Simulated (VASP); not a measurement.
Write the native input for VASP 6.6.1 that does the following.

```
Task                   : relaxation of cell and atoms
Functional             : PBE
Potentials or basis    : VASP PAW PBE potentials, release 64 (Si, F)
Cutoff                 : 600 eV
k mesh                 : 10 × 10 × 10
Occupations            : gaussian, width 0.1 eV
Spin                   : no spin polarisation
Dipole correction      : no
Further INCAR settings : ALGO = Normal; EDIFF = 1e-06; IBRION = 2; EDIFFG = -0.01; NSW = 100; ISIF = 3
```

The structure of Si4F lies in POSCAR:

```
Si4F
1.0
   -2.7457217210      2.7457217210      2.7457217210
    2.7457217210     -2.7457217210      2.7457217210
    2.7457217210      2.7457217210     -2.7457217210
Si F
4 1
Direct
    0.5000000000      0.5000000000      0.5000000000
    0.5000000000      0.0000000000      0.0000000000
    0.0000000000      0.0000000000      0.5000000000
    0.0000000000      0.5000000000      0.0000000000
    0.0000000000      0.0000000000      0.0000000000
```

The cell was built from a structure type or drawn by symmetry, and may not be a known phase.

These files were run (other wordings do the same):

INCAR

```
ALGO = Normal ; EDIFF = 1E-6
EDIFFG = -0.01 ; ENCUT = 600
GGA = PE ; IBRION = 2
ISIF = 3 ; ISMEAR = 0
LASPH = T ; LCHARG = F
LREAL = F ; LWAVE = F
NELM = 100 ; NSW = 100
PREC = Accurate ; SIGMA = 0.1
```

KPOINTS

```
k-points
0
Gamma
  10 10 10
```

Potentials or basis: VASP PAW PBE potentials, release 64 (Si, F).

Launch:

```bash
$ cat potpaw_PBE.64/Si/POTCAR potpaw_PBE.64/F/POTCAR > POTCAR
$ mpirun -np 1 vasp_std > vasp.out
```

It gave:

```yaml
Pressure_after_relaxing: 0.1 GPa
Band_gap_on_the_k_mesh: zero (an odd number of electrons rules out a gap without spin polarisation)
```

Caveat: the relaxation stopped at its first step, so nothing moved; an odd number of electrons without spin polarisation forces a metal; a magnetic or distorted state may lie lower.

Wall time 100 s on 1 thread of Intel Xeon 8259CL (shared host), peak memory 0.26 GiB.
